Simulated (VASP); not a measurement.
A run of VASP 6.6.1:

File INCAR:

```
SYSTEM = RbTaTl2
  PREC = Accurate
  ENCUT = 520
  EDIFF = 1E-6
  ISMEAR = 0
  SIGMA = 0.1
  LREAL = .FALSE.
  LASPH = .TRUE.
  NELM = 80
  ALGO = Normal
  ISIF = 2
  LWAVE = .FALSE.
  LCHARG = .FALSE.
  GGA = PE
  NBANDS = 56
```

Contents of KPOINTS:

```
Automatic mesh
0
G
  6 6 1
  0 0 0
```

File POSCAR:

```
RbTaTl2
1.0
    3.3229405735      0.0000000000      0.0000000000
   -1.6614702867      2.8777509519      0.0000000000
    0.0000000000      0.0000000000     22.4099491510
Rb Ta Tl
2 2 4
Direct
    0.0000000000      0.0000000000      0.5000000000
    0.0000000000      0.0000000000      0.0000000000
    0.3333333333      0.6666666667      0.7500000000
    0.6666666667      0.3333333333      0.2500000000
    0.3333333333      0.6666666667      0.3599327057
    0.6666666667      0.3333333333      0.8599327057
    0.6666666667      0.3333333333      0.6400672943
    0.3333333333      0.6666666667      0.1400672943
```

Potentials or basis: VASP PAW PBE potentials, release 64 (Rb_sv, Ta_pv, Tl_d).

Command:

```bash
$ cat potpaw_PBE.64/Rb_sv/POTCAR potpaw_PBE.64/Ta_pv/POTCAR potpaw_PBE.64/Tl_d/POTCAR > POTCAR
$ mpirun -np 1 vasp_std > vasp.out
```

Hardware: 1 thread of AMD EPYC 9R45 96-Core Processor (Zen 5), with other jobs on the host.

Question: How long does it take, and how much memory?

Answer: It took 72 s on 1 thread of AMD EPYC 9R45 96-Core Processor (Zen 5) (shared host), peak memory 0.36 GiB. Counts: scf iterations 16, k points 7.
